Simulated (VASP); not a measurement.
Se: single point with PBE

The system is Se.

```xyz
4
Lattice="4.8682 0.0000 0.0000 0.0000 7.9093 0.0000 0.0000 0.0000 2.7402" Properties=species:S:1:pos:R:3 pbc="T T T"
Se    3.2815    3.1720    0.7230
Se    4.0207    7.1267    2.0172
Se    1.5866    4.7373    0.7230
Se    0.8475    0.7827    2.0172
```

```json
{
 "Program": "VASP 6.6.1",
 "Task": "single point",
 "Functional": "PBE",
 "Potentials or basis": "VASP PAW PBE potentials, release 64 (Se)",
 "Cutoff": "520 eV",
 "k mesh": "10 × 6 × 16",
 "Occupations": "gaussian, width 0.01 eV",
 "Spin": "no spin polarisation",
 "Dipole correction": "no",
 "Further INCAR settings": "ALGO = Normal; EDIFF = 1e-06; NBANDS = 20"
}
```

```
Pressure               : 1.8 GPa
Largest force          : 0.694 eV/Å
Band gap on the k mesh : zero (bands 12 and 13 overlap by 3.11 eV)
```

Forces in eV/Å, atoms in the order of the input:
```
Se   0.509 -0.472  0.003
Se  -0.509 -0.472 -0.003
Se  -0.509  0.472  0.003
Se   0.509  0.472 -0.003
```

Stress tensor (GPa, compression positive):
```
 3.03  0.00  0.00
 0.00  2.92  0.00
 0.00  0.00 -0.68
```

Levels at points of the mesh, in eV from the Fermi level:
| k point | band 10 | band 11 | band 12 | band 13 | band 14 | band 15 |
| --- | --- | --- | --- | --- | --- | --- |
| (0.00, 0.00, 0.00) | -1.95 | 1.34 | 1.74 | 2.23 | 2.56 | 4.43 |
| (0.50, 0.00, 0.00) | -1.21 | 1.68 | 1.68 | 2.50 | 2.50 | 4.45 |
| (0.00, 0.50, 0.00) | -2.45 | 0.96 | 0.96 | 2.38 | 2.38 | 4.62 |
| (0.50, 0.50, 0.00) | -0.69 | 1.72 | 1.72 | 2.50 | 2.50 | 4.45 |
| (0.00, 0.00, 0.50) | -3.32 | -1.36 | -1.30 | -0.18 | -0.14 | 2.91 |
| (0.50, 0.00, 0.50) | -3.26 | -2.29 | -2.29 | 1.07 | 1.07 | 3.36 |
| (0.00, 0.50, 0.50) | -3.29 | -1.38 | -1.38 | -0.16 | -0.16 | 3.17 |
| (0.50, 0.50, 0.50) | -3.21 | -2.13 | -2.13 | 0.93 | 0.93 | 2.83 |

Wall time 5.7 min on 1 thread of Oxide Virtual Turin-like Processor, with other jobs on the host, peak memory 0.4 GiB.
